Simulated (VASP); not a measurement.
Input of a VASP 6.6.1 run:

The input INCAR:

```
  PREC = Accurate
  ENCUT = 520
  EDIFF = 1E-6
  ISMEAR = -1
  SIGMA = 0.05
  LREAL = False
  LASPH = True
  NELM = 100
  ALGO = Normal
  ISIF = 2
  LWAVE = False
  LCHARG = False
  GGA = PS
  NBANDS = 16
```

Contents of KPOINTS:

```
regular mesh
0
Gamma
  11 11 11
```

Contents of POSCAR:

```
GaN
1.0
    0.0000000000      2.1352350000      2.1352350000
    2.1352350000      0.0000000000      2.1352350000
    2.1352350000      2.1352350000      0.0000000000
Ga N
1 1
Direct
    0.0000000000      0.0000000000      0.0000000000
    0.5000000000      0.5000000000      0.5000000000
```

Potentials or basis: VASP PAW PBE potentials, release 64 (Ga_d, N).

Launch:

```console
$ cat potpaw_PBE.64/Ga_d/POTCAR potpaw_PBE.64/N/POTCAR > POTCAR
$ mpirun -np 1 vasp_std > vasp.out
```

Task: Estimate the band gap on the k mesh.

Result: 0.46 eV, indirect (least direct gap 2.37 eV).

Task: Predict the pressure.

Result: -7.2 GPa.

Caveat: the PAW data sets were made with another functional, which shifts forces and pressure a little. A k mesh can miss the band edges.
